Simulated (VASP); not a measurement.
Crystal: BaS.

```
Ba S
1.0
     0.00000    3.19375    3.19375
     3.19375    0.00000    3.19375
     3.19375    3.19375    0.00000
Ba S
1 1
Direct
  0.00000 0.00000 0.00000
  0.50000 0.50000 0.50000
```

```yaml
Program: VASP 6.6.1
Task: relaxation of cell and atoms
Functional: BLYP
Dispersion: D4
Potentials_or_basis: VASP PAW PBE potentials, release 64 (Ba_sv, S)
Cutoff: 600 eV
k_mesh: 7 × 7 × 7
Occupations: fermi-dirac, width 0.05 eV
Spin: no spin polarisation
```

At the start: pressure 1.4 GPa; volume 32.58 Å³/atom.

Q: How do energy, volume and symmetry change on relaxing?

A: Over 3 steps the energy falls by 4.7 meV/atom and the volume is 33.65 Å³/atom (+3.3 %); space group Fm-3m (No. 225, to 0.05 Å).

Step by step:
| step | energy change (eV) | largest force (eV/Å) | pressure (GPa) | volume (Å³) |
| --- | --- | --- | --- | --- |
| 1 | 0.0000 | 0.0000 | 1.44 | 65.15 |
| 2 | -0.0086 | 0.0000 | -0.40 | 67.95 |
| 3 | -0.0094 | 0.0000 | 0.00 | 67.30 |

Final structure:
```
Ba S
1.0
     0.00000    3.22840    3.22840
     3.22840    0.00000    3.22840
     3.22840    3.22840    0.00000
Ba S
1 1
Direct
  0.00000 0.00000 0.00000
  0.50000 0.50000 0.50000
```

Caveat: the PAW data sets were made with another functional, which shifts forces and pressure a little.
